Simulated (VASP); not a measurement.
# Fe (Immm) in VASP: single point with PBE

Aim: the single point of Fe with PBE.

Everything below comes from runs of VASP 6.6.1. Logs are shortened: lines on timing, memory, paths and dates and some standing lists are left out, and cuts for length are marked.

### Step 1. The cell of the first run

It takes space group Immm (No. 71, orthorhombic). The conventional cell has a = 2.624 Å, b = 2.832 Å, c = 3.030 Å, α = 90.00°, β = 90.00°, γ = 90.00°. Fe (site symmetry mmm) has 14 Fe at 2.45 to 3.03 Å within 3.2 Å.

### Step 2. Single point, PBE, collinear spin, ferromagnetic start (normal strain along x -0.0733, normal strain along z +0.0700)

Contents of INCAR:

```
ALGO     = Normal         # electronic algorithm
EDIFF    = 1E-6           # SCF threshold, eV
ENCUT    = 520            # plane-wave cutoff, eV
GGA      = PE             # functional
ISIF     = 2              # what is computed and relaxed
ISMEAR   = 0              # smearing method
ISPIN    = 2              # spin polarisation
LASPH    = T              # aspherical terms in the spheres
LCHARG   = F              # write CHGCAR
LMAXMIX  = 4              # l up to which the mixer works
LORBIT   = 11             # projections on sites
LREAL    = F              # projectors in reciprocal space
LWAVE    = F              # write WAVECAR
MAGMOM   = 2.44           # initial moments
NBANDS   = 14             # bands
NELM     = 150            # most SCF steps
PREC     = Accurate       # precision mode
SIGMA    = 0.15           # smearing width, eV
```

Contents of KPOINTS:

```
k-points
0
Gamma
  10 10 10
```

Contents of POSCAR:

```
Fe
1.0
   -1.3119987705      1.4157750842      1.5148793401
    1.3119987705     -1.4157750842      1.5148793401
    1.3119987705      1.4157750842     -1.5148793401
Fe
1
Direct
    0.0000000000      0.0000000000      0.0000000000
```

Potentials or basis: VASP PAW PBE potentials, release 64 (Fe).

On the command line:

```console
$ cat potpaw_PBE.64/Fe/POTCAR > POTCAR
$ mpirun -np 1 vasp_std > vasp.out
```

OUTCAR:

```text
EDIFF = 1E-6
   ENCUT = 520
   GGA = PE
   ISIF = 2
   ISMEAR = 0
   ISPIN = 2
   LASPH = T
   LORBIT = 11
   LREAL = F
   NELM = 150
   PREC = Accurate

 ion  position               nearest neighbor table
   1  0.000  0.000  0.000-

  LATTYP: Found a body centered orthorhombic cell.
 ALAT       =     2.6239975410
 B/A-ratio  =     1.0790978742
 C/A-ratio  =     1.1546347254

  Lattice vectors:

 A1 = (  -1.3119987705,   1.4157750842,   1.5148793401)
 A2 = (   1.3119987705,  -1.4157750842,   1.5148793401)
 A3 = (   1.3119987705,   1.4157750842,  -1.5148793401)

Analysis of symmetry for initial positions (statically):
=====================================================================
 Subroutine PRICEL returns:
 Original cell was already a primitive cell.

 Routine SETGRP: Setting up the symmetry group for a
 body centered orthorhombic supercell.

 Subroutine GETGRP returns: Found  8 space group operations
 (whereof  8 operations were pure point group operations)
 out of a pool of  8 trial point group operations.

The static configuration has the point symmetry D_2h.

Analysis of symmetry for dynamics (positions and initial velocities):
=====================================================================
 Subroutine PRICEL returns:
 Original cell was already a primitive cell.

 Routine SETGRP: Setting up the symmetry group for a
 body centered orthorhombic supercell.

 Subroutine GETGRP returns: Found  8 space group operations
 (whereof  8 operations were pure point group operations)
 out of a pool of  8 trial point group operations.

The dynamic configuration has the point symmetry D_2h.

Analysis of structural, dynamic, and magnetic symmetry:
=====================================================================
 Subroutine PRICEL returns:
 Original cell was already a primitive cell.

 Routine SETGRP: Setting up the symmetry group for a
 body centered orthorhombic supercell.

 Subroutine GETGRP returns: Found  8 space group operations
 (whereof  8 operations were pure point group operations)
 out of a pool of  8 trial point group operations.

The overall configuration has the point symmetry D_2h.

 Subroutine INISYM returns: Found  8 space group operations
 (whereof  8 operations are pure point group operations),
 and found     1 'primitive' translations

----------------------------------------------------------------------------------------

                                     Primitive cell

  volume of cell :      11.2555

  direct lattice vectors                    reciprocal lattice vectors
    -1.311998771  1.415775084  1.514879340     0.000000000  0.353163441  0.330059290
     1.311998771 -1.415775084  1.514879340     0.381097918  0.000000000  0.330059290
     1.311998771  1.415775084 -1.514879340     0.381097918  0.353163441  0.000000000

  length of vectors
     2.453695025  2.453695025  2.453695025     0.483387578  0.504157474  0.519576788

  position of ions in fractional coordinates (direct lattice)
     0.000000000  0.000000000  0.000000000

  ion indices of the primitive-cell ions
   primitive index   ion index
                 1           1

----------------------------------------------------------------------------------------

 KPOINTS: k-points

Automatic generation of k-mesh.
 Grid dimensions read from file:
 generate k-points for:   10   10   10

 Generating k-lattice:

  Cartesian coordinates                     Fractional coordinates (reciprocal lattice)
     0.000000000  0.035316344  0.033005929     0.100000000  0.000000000  0.000000000
     0.038109792  0.000000000  0.033005929     0.000000000  0.100000000 -0.000000000
     0.038109792  0.035316344  0.000000000     0.000000000 -0.000000000  0.100000000

  Length of vectors
     0.048338758  0.050415747  0.051957679

  Shift w.r.t. Gamma in fractional coordinates (k-lattice)
     0.000000000  0.000000000  0.000000000

 Subroutine IBZKPT returns following result:
 ===========================================

 Found    171 irreducible k-points:

 Following reciprocal coordinates:
            Coordinates               Weight
  0.000000  0.000000  0.000000      1.000000
  0.100000  0.000000 -0.000000      4.000000
  0.200000  0.000000 -0.000000      4.000000
  0.300000  0.000000 -0.000000      4.000000
  0.400000  0.000000 -0.000000      4.000000
  0.500000  0.000000 -0.000000      2.000000
[... 16 lines left out ...]
 -0.400000  0.200000  0.000000      8.000000
 -0.300000  0.200000  0.000000      8.000000
 [... further k-points ...]
   k-points           NKPTS =    171   k-points in BZ     NKDIM =    171   number of bands    NBANDS=     14
   number of dos      NEDOS =    301   number of ions     NIONS =      1
   total plane-waves  NPLWV =   5832
   dimension x,y,z NGX =    18 NGY =   18 NGZ =   18
   dimension x,y,z NGXF=    36 NGYF=   36 NGZF=   36
   ions per type =               1
   NGX,Y,Z   is equivalent  to a cutoff of  12.20, 12.20, 12.20 a.u.
   NGXF,Y,Z  is equivalent  to a cutoff of  24.39, 24.39, 24.39 a.u.
 SYSTEM =  unknown system
   PREC   = accura    normal or accurate (medium, high low for compatibility)
   ISTART =      0    job   : 0-new  1-cont  2-samecut
   ICHARG =      2    charge: 1-file 2-atom 10-const
   ISPIN  =      2    spin polarized calculation?
   LNONCOLLINEAR =      F non collinear calculations
   LSORBIT =      F    spin-orbit coupling
   LASPH  =      T    aspherical Exc in radial PAW
   ENCUT  =  520.0 eV  38.22 Ry    6.18 a.u.   4.56  4.56  4.56*2*pi/ulx,y,z
   NELM   =    150;   NELMIN=  2; NELMDL= -5     # of ELM steps
   EDIFF  = 0.1E-05   stopping-criterion for ELM
   LREAL  =      F    real-space projection
   EDIFFG = 0.1E-04   stopping-criterion for IOM
   NSW    =      0    number of steps for IOM
   IBRION =     -1    ionic relax: 0-MD 1-quasi-New 2-CG
   NFREE  =      0    steps in history (QN), initial steepest desc. (CG)
   ISIF   =      2    stress and relaxation
   ISYM   =      2    0-nonsym 1-usesym 2-fastsym
   POTIM  = 0.5000    time-step for ionic-motion
   TEBEG  =    0.0;   TEEND  =   0.0 temperature during run
   PSTRESS=    0.0 pullay stress
   NELECT =       8.0000    total number of electrons
   NUPDOWN=      -1.0000    fix difference up-down
   EMIN   =  10.00;   EMAX   =-10.00  energy-range for DOS
   EFERMI =   0.00;   METHOD = LEGACY
   ISMEAR =     0;   SIGMA  =   0.15  broadening in eV -4-tet -1-fermi 0-gaus
   EFERMI_NEDOS =   21; number of points for ismear=-14 and -15
   IALGO  =     38    algorithm
   IMIX   =      4    mixing-type and parameters
     AMIX     =   0.40;   BMIX     =  1.00
     AMIX_MAG =   1.60;   BMIX_MAG =  1.00
  volume/ion in A,a.u.               =      11.26        75.96
  Fermi-wavevector in a.u.,A,eV,Ry     =   1.460998  2.760886 29.041837  2.134515
  Thomas-Fermi vector in A             =   2.577381
   LORBIT       =     11    0 simple, 1 ext, 2 COOP (PROOUT), +10 PAW based schemes
   GGA     = PE    functional components
   LHFCALC =     F    Hartree Fock is set to
   AEXX    =    0.0000 exact exchange contribution
   IVDW    =     0    specifies the selected vdW correction
   LEPSILON=     F    determine dielectric tensor
   LRPA    =     F    only Hartree local field effects (RPA)
 spin polarized calculation
 Gauss-broadening in eV      SIGMA  =   0.15
  energy-cutoff  :      520.00
  volume of cell :       11.26
 maximum number of plane-waves:       321
   NGX =  9   NGY =  9   NGZ =  9

 number of electron       7.9999998 magnetization       2.2071030

 Free energy of the ion-electron system (eV)
  ---------------------------------------------------
  ext. energy  EPLUGINS =         0.00000000
  ---------------------------------------------------
  free energy    TOTEN  =        -8.20003477 eV

  energy without entropy =       -8.18950396  energy(sigma->0) =       -8.19476937

 E-fermi :   5.9872     XC(G=0): -13.1659

 val. band max:        5.9818221235   @ k =  -0.4000   0.4000   0.1000
 cond. band min:       5.9898405416   @ k =  -0.4000   0.4000   0.3000
 fundamental gap:      0.0080184181
 Fermi energy:         5.9872112005

 spin component 1

 k-point     1 :       0.0000    0.0000    0.0000
  band No.  band energies     occupation
      1      -2.5746      1.00000
      2       3.2509      1.00000
      3       3.7506      1.00000
      4       4.0059      1.00000
      5       4.4139      1.00000
      6       5.0686      1.00000
      7      29.5093      0.00000
      8      30.5630      0.00000
      9      32.9294      0.00000
     10      35.3883      0.00000
     11      36.1415      0.00000
     12      36.8983      0.00000
     13      37.3460      0.00000
     14      38.8716      0.00000

 k-point     2 :       0.1000    0.0000   -0.0000
  band No.  band energies     occupation
      1      -2.1901      1.00000
      2       3.2689      1.00000
      3       3.7593      1.00000
      4       4.1131      1.00000
      5       4.3243      1.00000
      6       5.0304      1.00000
      7      27.3285      0.00000
      8      30.0472      0.00000
      9      32.6251      0.00000
     10      34.3865      0.00000
     11      35.5115      0.00000
     12      36.7126      0.00000
     13      37.1932      0.00000
     14      40.8545      0.00000
[... 343 lines left out ...]
      1       1.1583      1.00000
      2       2.6878      1.00000
      3       3.2333      1.00000
      4       4.5759      1.00000
      5       5.1184      1.00000
      6       6.3847      0.00009
      7      18.8746      0.00000
      8      21.9848      0.00000
      9      27.0399      0.00000
     10      30.7256      0.00000
     11      37.3804      0.00000
     12      39.6352      0.00000
     13      43.2341      0.00000
     14      45.2977      0.00000

 k-point    24 :      -0.3000    0.2000    0.0000
  band No.  band energies     occupation
      1       0.0250      1.00000
      2       2.7937      1.00000
      3       3.4507      1.00000
      4       4.6098      1.00000
      5       5.0193      1.00000
      6       5.1785      1.00000
      7      23.0136      0.00000
      8      24.0507      0.00000
      9      27.8700      0.00000
     10      30.2049      0.00000
     11      35.7320      0.00000
     12      38.3834      0.00000
     13      42.3236      0.00000
     14      43.8941      0.00000

 [... further k-points ...]

 spin component 2

 k-point     1 :       0.0000    0.0000    0.0000
  band No.  band energies     occupation
      1      -2.3861      1.00000
      2       5.0302      1.00000
      3       5.6826      0.99796
      4       6.1195      0.10621
      5       6.9689      0.00000
      6       7.9771      0.00000
      7      29.2925      0.00000
      8      30.4537      0.00000
      9      32.7708      0.00000
     10      35.7820      0.00000
     11      36.7780      0.00000
     12      37.3128      0.00000
     13      37.8849      0.00000
     14      39.5276      0.00000

 k-point     2 :       0.1000    0.0000   -0.0000
  band No.  band energies     occupation
      1      -1.9990      1.00000
      2       5.0360      1.00000
      3       5.7078      0.99579
      4       6.2123      0.01689
      5       6.8487      0.00000
      6       7.9305      0.00000
      7      27.5493      0.00000
      8      29.8860      0.00000
      9      32.5979      0.00000
     10      34.9572      0.00000
     11      35.9398      0.00000
     12      36.9740      0.00000
     13      37.9693      0.00000
     14      41.5182      0.00000
[... 343 lines left out ...]
      1       1.7066      1.00000
      2       4.3275      1.00000
      3       5.0102      1.00000
      4       6.9825      0.00000
      5       7.8673      0.00000
      6       8.3818      0.00000
      7      19.6292      0.00000
      8      22.5961      0.00000
      9      27.6127      0.00000
     10      30.9905      0.00000
     11      37.6239      0.00000
     12      40.0153      0.00000
     13      43.7283      0.00000
     14      45.6856      0.00000

 k-point    24 :      -0.3000    0.2000    0.0000
  band No.  band energies     occupation
      1       0.3275      1.00000
      2       4.4909      1.00000
      3       5.3694      1.00000
      4       6.9264      0.00000
      5       7.3512      0.00000
      6       7.8338      0.00000
      7      23.5695      0.00000
      8      24.5821      0.00000
      9      28.4122      0.00000
     10      30.5486      0.00000
     11      36.3006      0.00000
     12      38.5154      0.00000
     13      42.7213      0.00000
     14      44.2141      0.00000

 [... further k-points ...]
[... 5 lines left out ...]
  --------------------------------------------------------------------------------------
  -------------------------------------------------------------------------------------
  Total        1.0557880     -0.0473271     -0.3008238     -0.0000000      0.0000000      0.0000000
  in kB      150.2870560     -6.7368146    -42.8210178     -0.0000000      0.0000000      0.0000000
  external PRESSURE =      33.5764079 kB  Pullay stress =       0.0000000 kB

 VOLUME and BASIS-vectors are now :
 -----------------------------------------------------------------------------
  energy-cutoff  :      520.00
  volume of cell :       11.26
      direct lattice vectors                 reciprocal lattice vectors
    -1.311998771  1.415775084  1.514879340     0.000000000  0.353163441  0.330059290
     1.311998771 -1.415775084  1.514879340     0.381097918  0.000000000  0.330059290
     1.311998771  1.415775084 -1.514879340     0.381097918  0.353163441  0.000000000

 POSITION                                       TOTAL-FORCE (eV/Angst)
 -----------------------------------------------------------------------------------
      0.00000      0.00000      0.00000        -0.000000      0.000000     -0.000000
 -----------------------------------------------------------------------------------
    total drift:                                0.000000     -0.000000      0.000000

  FREE ENERGIE OF THE ION-ELECTRON SYSTEM (eV)
  ---------------------------------------------------
  free  energy   TOTEN  =        -8.2000347692 eV

  energy  without entropy=       -8.1895039625  energy(sigma->0) =       -8.19476937

 total charge

# of ion       s       p       d       tot
------------------------------------------
    1        0.494   0.550   6.248   7.292

 magnetization (x)

# of ion       s       p       d       tot
------------------------------------------
    1       -0.014  -0.051   2.267   2.202
```

Run time: 62 s. Hardware: 1 thread of AMD EPYC 7R43 (Zen 3), shared host; peak memory 0.12 GiB.

Results:

```
Free energy                                           : -8.2000 eV
Pressure                                              : 3.4 GPa
Net moment                                            : 2.21 μB per cell
Site moments                                          : Fe +2.20 μB
Valence electrons inside the program's atomic spheres : Fe 7.29
```

Stress tensor (GPa, compression positive):
```
15.03  0.00  0.00
 0.00 -0.67  0.00
 0.00  0.00 -4.28
```

Levels at points of the mesh, in eV from the Fermi level:
Spin up:
```
           k point  band 3  band 4  band 5  band 6  band 7  band 8
(0.00, 0.00, 0.00)   -2.24   -1.98   -1.57   -0.92   23.52   24.58
(0.50, 0.00, 0.00)   -1.66   -1.07   -0.13    0.23    6.64   20.14
(0.00, 0.50, 0.00)   -1.48   -0.49    0.26    0.56    7.52   18.41
(0.50, 0.50, 0.00)   -0.97   -0.46    0.39    1.10    8.18   17.02
(0.50, 0.50, 0.50)   -0.09    0.08    0.22    7.36    9.81   12.99
```
Spin down:
```
           k point  band 1  band 2  band 3  band 4  band 5  band 6  band 7
(0.00, 0.00, 0.00)   -8.37   -0.96   -0.30    0.13    0.98    1.99   23.31
(0.50, 0.00, 0.00)   -3.79   -1.04   -0.03    0.75    1.74    2.52    8.05
(0.00, 0.50, 0.00)   -3.73   -1.74    0.69    1.19    2.18    2.49    8.89
(0.50, 0.50, 0.00)   -3.70   -2.30    1.26    1.79    2.24    2.56    9.55
(0.50, 0.50, 0.50)   -3.28   -3.01    2.25    2.28    2.32    7.63   10.11
```

Caveat: the cell differs from its parent crystal (normal strain along x -0.0733, normal strain along z +0.0700).
